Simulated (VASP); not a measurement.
# ZrB2 (P6/mmm) in VASP: notebook

Runs on ZrB2. Level: r2SCAN. Tasks: single point.

All numbers are computed with VASP 6.6.1; they aren't measurements. Logs are shortened: lines on timing, memory, paths and dates and some standing lists are left out, and cuts for length are marked.

**1. The cell of the first run**

The structure is hexagonal, space group P6/mmm (No. 191). The conventional cell has a = 3.170 Å, b = 3.170 Å, c = 3.533 Å, α = 90.00°, β = 90.00°, γ = 120.00°. Within 3.4 Å of Zr (site symmetry 6/mmm) lie 12 B at 2.54 Å and 6 Zr at 3.17 Å. Within 2.4 Å of B (site symmetry -6m2) lie 3 B at 1.83 Å.

**2. Single point, r2SCAN**

Contents of POSCAR:

```
ZrB2
1.0
    3.1700000000      0.0000000000      0.0000000000
   -1.5850000000      2.7453005300      0.0000000000
    0.0000000000      0.0000000000      3.5330000000
Zr B
1 2
Direct
    0.0000000000      0.0000000000      0.0000000000
    0.3333333333      0.6666666667      0.5000000000
    0.6666666667      0.3333333333      0.5000000000
```

Contents of INCAR.step1:

```
SYSTEM = ZrB2
ALGO = Normal
EDIFF = 1E-4
ENCUT = 520
GGA = PE
ISMEAR = 0
LASPH = .TRUE.
LCHARG = .FALSE.
LREAL = .FALSE.
LWAVE = .TRUE.
NBANDS = 16
NELM = 100
PREC = Accurate
SIGMA = 0.1
```

Contents of INCAR.step2:

```
SYSTEM = ZrB2
ALGO = Normal
EDIFF = 1E-7
ENCUT = 520
ISIF = 2
ISMEAR = 0
ISTART = 1
LASPH = .TRUE.
LCHARG = .FALSE.
LMIXTAU = .TRUE.
LREAL = .FALSE.
LWAVE = .FALSE.
METAGGA = R2SCAN
NBANDS = 16
NELM = 100
PREC = Accurate
SIGMA = 0.1
```

Contents of KPOINTS:

```
k-points
0
G
  6 6 6
  0 0 0
```

Potentials or basis: VASP PAW PBE potentials, release 64 (Zr_sv, B).

Run with:

```bash
> cat potpaw_PBE.64/Zr_sv/POTCAR potpaw_PBE.64/B/POTCAR > POTCAR
> cp INCAR.step1 INCAR
> mpirun -np 1 vasp_std > vasp.out
> cp INCAR.step2 INCAR
> mpirun -np 1 vasp_std > vasp.out
```

OUTCAR:

```text
SYSTEM = ZrB2
   EDIFF = 1E-7
   ENCUT = 520
   ISIF = 2
   ISMEAR = 0
   ISTART = 1
   LASPH = .TRUE.
   LREAL = .FALSE.
   METAGGA = R2SCAN
   NELM = 100
   PREC = Accurate

 ion  position               nearest neighbor table
   1  0.000  0.000  0.000-   2 2.54   3 2.54   2 2.54   3 2.54   3 2.54   3 2.54   2 2.54   2 2.54
                             3 2.54   3 2.54   2 2.54   2 2.54
   2  0.333  0.667  0.500-   3 1.83   3 1.83   3 1.83   1 2.54   1 2.54   1 2.54   1 2.54   1 2.54
                             1 2.54
   3  0.667  0.333  0.500-   2 1.83   2 1.83   2 1.83   1 2.54   1 2.54   1 2.54   1 2.54   1 2.54
                             1 2.54

  LATTYP: Found a hexagonal cell.
 ALAT       =     3.1700000000
 C/A-ratio  =     1.1145110410

  Lattice vectors:

 A1 = (   3.1700000000,   0.0000000000,   0.0000000000)
 A2 = (  -1.5850000000,   2.7453005300,   0.0000000000)
 A3 = (   0.0000000000,   0.0000000000,   3.5330000000)

Analysis of symmetry for initial positions (statically):
=====================================================================
 Subroutine PRICEL returns:
 Original cell was already a primitive cell.

 Routine SETGRP: Setting up the symmetry group for a
 hexagonal supercell.

 Subroutine GETGRP returns: Found 24 space group operations
 (whereof 24 operations were pure point group operations)
 out of a pool of 24 trial point group operations.

The static configuration has the point symmetry D_6h.

Analysis of symmetry for dynamics (positions and initial velocities):
=====================================================================
 Subroutine PRICEL returns:
 Original cell was already a primitive cell.

 Routine SETGRP: Setting up the symmetry group for a
 hexagonal supercell.

 Subroutine GETGRP returns: Found 24 space group operations
 (whereof 24 operations were pure point group operations)
 out of a pool of 24 trial point group operations.

The dynamic configuration has the point symmetry D_6h.

 Subroutine INISYM returns: Found 24 space group operations
 (whereof 24 operations are pure point group operations),
 and found     1 'primitive' translations

----------------------------------------------------------------------------------------

                                     Primitive cell

  volume of cell :      30.7463

[... 89 lines left out ...]
   NELM   =    100;   NELMIN=  2; NELMDL=  0     # of ELM steps
   EDIFF  = 0.1E-06   stopping-criterion for ELM
   LREAL  =      F    real-space projection
   EDIFFG = 0.1E-05   stopping-criterion for IOM
   NSW    =      0    number of steps for IOM
   IBRION =     -1    ionic relax: 0-MD 1-quasi-New 2-CG
   NFREE  =      0    steps in history (QN), initial steepest desc. (CG)
   ISIF   =      2    stress and relaxation
   ISYM   =      2    0-nonsym 1-usesym 2-fastsym
   POTIM  = 0.5000    time-step for ionic-motion
   TEBEG  =    0.0;   TEEND  =   0.0 temperature during run
   PSTRESS=    0.0 pullay stress
   NELECT =      18.0000    total number of electrons
   NUPDOWN=      -1.0000    fix difference up-down
   EMIN   =  10.00;   EMAX   =-10.00  energy-range for DOS
   EFERMI =   0.00;   METHOD = LEGACY
   ISMEAR =     0;   SIGMA  =   0.10  broadening in eV -4-tet -1-fermi 0-gaus
   EFERMI_NEDOS =   21; number of points for ismear=-14 and -15
   IALGO  =     38    algorithm
   IMIX   =      4    mixing-type and parameters
     AMIX     =   0.40;   BMIX     =  1.00
     AMIX_MAG =   1.60;   BMIX_MAG =  1.00
  volume/ion in A,a.u.               =      10.25        69.16
  Fermi-wavevector in a.u.,A,eV,Ry     =   1.369519  2.588016 25.518847  1.875582
  Thomas-Fermi vector in A             =   2.495387
   LORBIT       =      0    0 simple, 1 ext, 2 COOP (PROOUT), +10 PAW based schemes
   METAGGA = R2SCAN    functional components
   LHFCALC =     F    Hartree Fock is set to
   AEXX    =    0.0000 exact exchange contribution
   IVDW    =     0    specifies the selected vdW correction
   LEPSILON=     F    determine dielectric tensor
   LRPA    =     F    only Hartree local field effects (RPA)
 non-spin polarized calculation
 Gauss-broadening in eV      SIGMA  =   0.10
  energy-cutoff  :      520.00
  volume of cell :       30.75
 maximum number of plane-waves:       840
 NGX is ok and might be reduce to    24
   NGX = 11   NGY = 11   NGZ = 13

 number of electron      18.0000000 magnetization

 Free energy of the ion-electron system (eV)
  ---------------------------------------------------
  ext. energy  EPLUGINS =         0.00000000
  ---------------------------------------------------
  free energy    TOTEN  =       -40.58270936 eV

  energy without entropy =      -40.57841188  energy(sigma->0) =      -40.58056062

 E-fermi :  10.2560     XC(G=0): -13.3756

 val. band max:       10.1333579148   @ k =   0.1667   0.1667   0.1667
 cond. band min:      10.3292523292   @ k =   0.3333   0.1667   0.0000
 fundamental gap:      0.1958944143
 Fermi energy:        10.2560205563

 k-point     1 :       0.0000    0.0000    0.0000
  band No.  band energies     occupation
      1     -39.7556      2.00000
      2     -17.2668      2.00000
      3     -16.6686      2.00000
      4     -16.6686      2.00000
      5      -3.0000      2.00000
      6       7.8579      2.00000
[... 433 lines left out ...]
      3     -17.3601      2.00000
      4     -16.7982      2.00000
      5      -0.3936      2.00000
      6       4.2984      2.00000
[... 8 lines left out ...]
     15      19.5625      0.00000
     16      22.9251      0.00000

 [... further k-points ...]

------------------------ aborting loop because EDIFF is reached ----------------------------------------

  FORCE on cell =-STRESS in cart. coord.  units (eV):
  Direction    XX          YY          ZZ          XY          YZ          ZX
  --------------------------------------------------------------------------------------
  -------------------------------------------------------------------------------------
  Total        0.1884012      0.1884012      0.2538590      0.0000000     -0.0000000      0.0000000
  in kB        9.8175143      9.8175143     13.2284925      0.0000000     -0.0000000      0.0000000
  external PRESSURE =      10.9545070 kB  Pullay stress =       0.0000000 kB

 VOLUME and BASIS-vectors are now :
 -----------------------------------------------------------------------------
  energy-cutoff  :      520.00
  volume of cell :       30.75
      direct lattice vectors                 reciprocal lattice vectors
     3.170000000  0.000000000  0.000000000     0.315457413  0.182129422  0.000000000
    -1.585000000  2.745300530  0.000000000     0.000000000  0.364258845  0.000000000
     0.000000000  0.000000000  3.533000000     0.000000000  0.000000000  0.283045570

 POSITION                                       TOTAL-FORCE (eV/Angst)
 -----------------------------------------------------------------------------------
      0.00000      0.00000      0.00000        -0.000000      0.000000      0.000000
     -0.00000      1.83020      1.76650         0.000000     -0.000000      0.000000
      1.58500      0.91510      1.76650        -0.000000      0.000000      0.000000
 -----------------------------------------------------------------------------------
    total drift:                               -0.000000      0.000000      0.000000

  FREE ENERGIE OF THE ION-ELECTRON SYSTEM (eV)
  ---------------------------------------------------
  free  energy   TOTEN  =       -40.5827093618 eV

  energy  without entropy=      -40.5784118793  energy(sigma->0) =      -40.58056062
```

OUTCAR.step1:

```text
SYSTEM = ZrB2
   EDIFF = 1E-4
   ENCUT = 520
   GGA = PE
   ISMEAR = 0
   LASPH = .TRUE.
   LREAL = .FALSE.
   NELM = 100
[... 683 lines left out ...]
      0.00000      0.00000      0.00000        -0.000000      0.000000      0.000000
     -0.00000      1.83020      1.76650        -0.000000      0.000000      0.000000
      1.58500      0.91510      1.76650         0.000000     -0.000000      0.000000
 -----------------------------------------------------------------------------------
    total drift:                               -0.000000      0.000000      0.000000

  FREE ENERGIE OF THE ION-ELECTRON SYSTEM (eV)
  ---------------------------------------------------
  free  energy   TOTEN  =       -24.9267647553 eV

  energy  without entropy=      -24.9216933966  energy(sigma->0) =      -24.92422908
```

OSZICAR.step1:

```text
N       E                     dE             d eps       ncg     rms          rms(c)
DAV:   1     0.110261718099E+03    0.11026E+03   -0.97719E+03   896   0.113E+03
DAV:   2    -0.230066454071E+02   -0.13327E+03   -0.12608E+03  1104   0.294E+02
DAV:   3    -0.275784354684E+02   -0.45718E+01   -0.45482E+01  1456   0.472E+01
DAV:   4    -0.276249295960E+02   -0.46494E-01   -0.46488E-01   992   0.463E+00
DAV:   5    -0.276259878604E+02   -0.10583E-02   -0.10582E-02  1440   0.439E-01    0.215E+01
DAV:   6    -0.249689476196E+02    0.26570E+01   -0.59659E+00  1152   0.162E+01    0.863E+00
DAV:   7    -0.249280336423E+02    0.40914E-01   -0.57287E-01  1160   0.476E+00    0.327E+00
DAV:   8    -0.249298142924E+02   -0.17807E-02   -0.82766E-02  1064   0.227E+00    0.369E-01
DAV:   9    -0.249270561479E+02    0.27581E-02   -0.15444E-02  1168   0.907E-01    0.206E-01
DAV:  10    -0.249267573707E+02    0.29878E-03   -0.15595E-03  1064   0.360E-01    0.376E-02
DAV:  11    -0.249267647553E+02   -0.73846E-05   -0.50555E-05   576   0.708E-02
   1 F= -.24926765E+02 E0= -.24924229E+02  d E =-.507136E-02
```

Run time: 69 s. Hardware: 1 thread of AMD EPYC 7R43 (Zen 3), shared host; peak memory 0.12 GiB.

What came out:

| Property | Result |
| --- | --- |
| Free energy | -40.5827 eV |
| Pressure | 1.1 GPa |
| Band gap on the k mesh | zero (band 9 reaches 11.46 eV, above the bottom of band 10 at 10.33 eV) |

Caveat: the k points lie up to 0.38 Å⁻¹ apart; the PAW data sets were made with another functional, which shifts forces and pressure a little.

**3. Single point, r2SCAN**

This run uses another cell than the first one, of 10.29 Å³/atom, 1.004 times its volume.

Contents of POSCAR:

```
ZrB2
1.0
    3.1673056693      0.0000000000      0.0000000000
   -1.5836528346      2.7429671711      0.0000000000
    0.0000000000      0.0000000000      3.5515364501
Zr B
1 2
Direct
    0.0000000000      0.0000000000      0.0000000000
    0.3333333333      0.6666666667      0.5000000000
    0.6666666667      0.3333333333      0.5000000000
```

INCAR.step1 is that of step 2.

INCAR.step2, as its differences from that of step 2:

```diff
@@ -2,3 +2,3 @@
 ALGO = Normal
-EDIFF = 1E-7
+EDIFF = 1E-6
 ENCUT = 520
```

Contents of KPOINTS:

```
k-points
0
G
  15 15 12
  0 0 0
```

Potentials or basis: VASP PAW PBE potentials, release 64 (Zr_sv, B).

Run with:

```bash
> cat potpaw_PBE.64/Zr_sv/POTCAR potpaw_PBE.64/B/POTCAR > POTCAR
> cp INCAR.step1 INCAR
> mpirun -np 1 vasp_std > vasp.out
> cp INCAR.step2 INCAR
> mpirun -np 1 vasp_std > vasp.out
```

It took 5.3 min on 1 thread of AMD EPYC 7R43 (Zen 3), shared host; peak memory 0.18 GiB.

Results (log left out):

```yaml
Free_energy: -40.6383 eV
Pressure: 0.1 GPa
Band_gap_on_the_k_mesh: zero (band 9 reaches 11.47 eV, above the bottom of band 10 at 10.36 eV)
```

Levels at points of the mesh, in eV from the Fermi level:
| k point | band 6 | band 7 | band 8 | band 9 | band 10 | band 11 | band 12 | band 13 |
| --- | --- | --- | --- | --- | --- | --- | --- | --- |
| (0.00, 0.00, 0.00) | -2.74 | -2.74 | -2.68 | -2.66 | 3.60 | 3.60 | 4.37 | 4.37 |
| (0.00, 0.00, 0.50) | -7.41 | -1.03 | -1.03 | 0.42 | 0.42 | 0.85 | 0.85 | 1.88 |

Caveat: the PAW data sets were made with another functional, which shifts forces and pressure a little.
